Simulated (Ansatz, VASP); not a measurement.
# One calculation of Te, two programs

```
Te
1.0
     9.18518    0.07565    0.00000
     0.02588    3.11759    0.00000
     0.00000    0.00000    4.49207
Te
4
Direct
  0.75000 0.50000 0.43448
  0.25000 0.50000 0.47918
  0.99435 0.46589 0.04317
  0.50565 0.53411 0.04317
```

Alike in both runs: task single point; functional PBEsol; k mesh 4 × 12 × 8; occupations gaussian, width 0.1 eV; no spin polarisation.

|  | VASP | Ansatz |
| --- | --- | --- |
| version | VASP 6.6.1 | Ansatz 0.2.0 |
| potentials or method | VASP PAW PBE potentials, release 64 (Te), cutoff 520 eV | scalar-relativistic, plane waves, PAW |
| valence electrons in the cell | 24 | 64 |

|  | VASP | Ansatz | Ansatz less VASP |
| --- | --- | --- | --- |
| gap on the k mesh at the Fermi level (eV) | none | none | - |
| pressure (GPa) | 1.2 | 1.2 | -0.08 |
| traceless stress, the component that is largest in VASP (GPa) | 2.74 | 2.69 | -0.052 |
| rms of the force components (eV/Å) | 0.527 | 0.518 | -0.0090 |

VASP's potentials were made for PBE, not for PBEsol. Atom by atom the forces differ by 0.010 eV/Å (rms over components). A gap of «none» marks a metal or a gap that the smearing closes. With one functional, cell and mesh, what is left measures potentials, basis and numerics. VASP's potentials hold 24 valence electrons a cell and Ansatz's 64, so a difference there can come from the potentials and not from the codes.

Spin-orbit coupling is off throughout.
